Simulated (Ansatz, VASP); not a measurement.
CdSe: VASP beside Ansatz

```
Cd Se
1.0
     0.00000    3.09841    3.09841
     3.09841    0.00000    3.09841
     3.09841    3.09841    0.00000
Cd Se
1 1
Cartesian
  0.0000 0.0000 0.0000
  1.5492 1.5492 1.5492
```

Alike in both runs: task single point; functional PBE; k mesh 10 × 10 × 10; occupations gaussian, width 0.02 eV; no spin polarisation.

|  | VASP | Ansatz |
| --- | --- | --- |
| version | VASP 6.6.1 | Ansatz 0.2.0 |
| potentials or method | VASP PAW PBE potentials, release 64 (Cd, Se), cutoff 520 eV | scalar-relativistic, plane waves, PAW |
| valence electrons in the cell | 18 | 36 |

|  | VASP | Ansatz | Ansatz less VASP |
| --- | --- | --- | --- |
| gap on the k mesh at the Fermi level (eV) | 0.49 | 0.49 | +0.001 |
| least direct gap on the mesh (eV) | 0.49 | 0.49 | +0.001 |

VASP's potentials hold 18 valence electrons a cell and Ansatz's 36, so a difference there can come from the potentials and not from the codes.
